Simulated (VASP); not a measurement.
Wanted: the native input for a VASP 6.6.1 run.

* Task: relaxation of cell and atoms
* Functional: PBE
* Potentials or basis: VASP PAW PBE potentials, release 64 (Hf_pv, In_d, Si, O)
* Cutoff: 600 eV
* k mesh: 4 × 4 × 3
* Occupations: fermi-dirac, width 0.05 eV
* Spin: no spin polarisation
* Target pressure: 10 GPa
* Dipole correction: no
* Further INCAR settings: ALGO = Normal; EDIFF = 1e-06; IBRION = 2; EDIFFG = -0.01; NSW = 60; ISIF = 3

The structure of HfIn4SiO6 lies in POSCAR:

```
HfIn4SiO6
1.0
    2.7158500000     -4.7035700000      0.0083300000
    2.7158500000      4.7035700000      0.0083300000
   -1.8791500000      0.0000000000      7.4012700000
Hf In Si O
1 4 1 6
Direct
    0.7883500000      0.2116500000      0.0000000000
    0.6217500000      0.3782500000      0.5000000000
    0.4550200000      0.5449800000      0.0000000000
    0.2840700000      0.7159300000      0.5000000000
    0.9581400000      0.0418600000      0.5000000000
    0.1216800000      0.8783200000      0.0000000000
    0.0621900000      0.1141500000      0.8666600000
    0.8858500000      0.9378100000      0.1333400000
    0.7949000000      0.5378400000      0.8666300000
    0.4621600000      0.2051000000      0.1333700000
    0.1535200000      0.6287900000      0.1333300000
    0.3712100000      0.8464800000      0.8666700000
```

The input as run:

INCAR

```
SYSTEM = HfIn4SiO6
  ALGO = Normal
  EDIFF = 1E-6
  EDIFFG = -0.01
  ENCUT = 600
  GGA = PE
  IBRION = 2
  ISIF = 3
  ISMEAR = -1
  LASPH = .True.
  LCHARG = .False.
  LREAL = .False.
  LWAVE = .False.
  NELM = 100
  NSW = 60
  PREC = Accurate
  PSTRESS = 100.0
  SIGMA = 0.05
```

KPOINTS

```
k-points
0
Gamma
  4 4 3
  0 0 0
```

Potentials or basis: VASP PAW PBE potentials, release 64 (Hf_pv, In_d, Si, O).

Command:

```sh
$ cat potpaw_PBE.64/Hf_pv/POTCAR potpaw_PBE.64/In_d/POTCAR potpaw_PBE.64/Si/POTCAR potpaw_PBE.64/O/POTCAR > POTCAR
$ mpirun -np 1 vasp_std > vasp.out
```

Results of the run:

| Item | Value |
| --- | --- |
| Relaxed volume | 14.18 Å³/atom |
| Relaxed cell | a = 5.303 Å, b = 5.303 Å, c = 7.218 Å, α = 97.23°, β = 97.23°, γ = 119.96° |
| Space group after relaxing (to 0.1 Å) | C2 (No. 5) |
| Energy change on relaxing (the run minimises the enthalpy) | +39.5 meV/atom |
| Ionic steps | 11 |
| Pressure after relaxing | 10.0 GPa |
| Largest force after relaxing | 0.007 eV/Å |
| Band gap on the k mesh | zero (bands 51 and 52 overlap by 1.19 eV) |

Caveat: the cell is relaxed towards a set pressure, so the run minimises the enthalpy, not the energy; spin-orbit coupling is left out, which moves the levels of the heavy elements.

It took 19 min on 1 thread of Intel(R) Xeon(R) 6975P-C (Granite Rapids), with other jobs on the host, peak memory 0.55 GiB.
